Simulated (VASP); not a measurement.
Here is a VASP 6.6.1 calculation.

Contents of INCAR:

```
PREC     = Accurate       # precision mode
ENCUT    = 600            # plane-wave cutoff, eV
EDIFF    = 1E-6           # SCF threshold, eV
ISMEAR   = -1             # smearing method
SIGMA    = 0.1            # smearing width, eV
LREAL    = False          # projectors in reciprocal space
LASPH    = True           # aspherical terms in the spheres
NELM     = 120            # most SCF steps
ALGO     = Normal         # electronic algorithm
ISIF     = 2              # what is computed and relaxed
LWAVE    = False          # write WAVECAR
LCHARG   = False          # write CHGCAR
GGA      = PE             # functional
NBANDS   = 14             # bands
GGA_COMPAT= False
```

KPOINTS

```
Automatic mesh
0
Gamma
  7 7 7
```

The input POSCAR:

```
TaC
1.0
    3.1437970000      0.0000000000      0.0000000000
    1.5718985000      2.7226080663      0.0000000000
    1.5718985000      0.9075360221      2.5668995016
Ta C
1 1
Direct
    0.0000000000      0.0000000000      0.0000000000
    0.5000000000      0.5000000000      0.5000000000
```

Potentials or basis: VASP PAW PBE potentials, release 64 (Ta_pv, C).

Command:

```sh
$ cat potpaw_PBE.64/Ta_pv/POTCAR potpaw_PBE.64/C/POTCAR > POTCAR
$ mpirun -np 1 vasp_std > vasp.out
```

(1) Predict the pressure.

Results:

(1) 7.3 GPa.
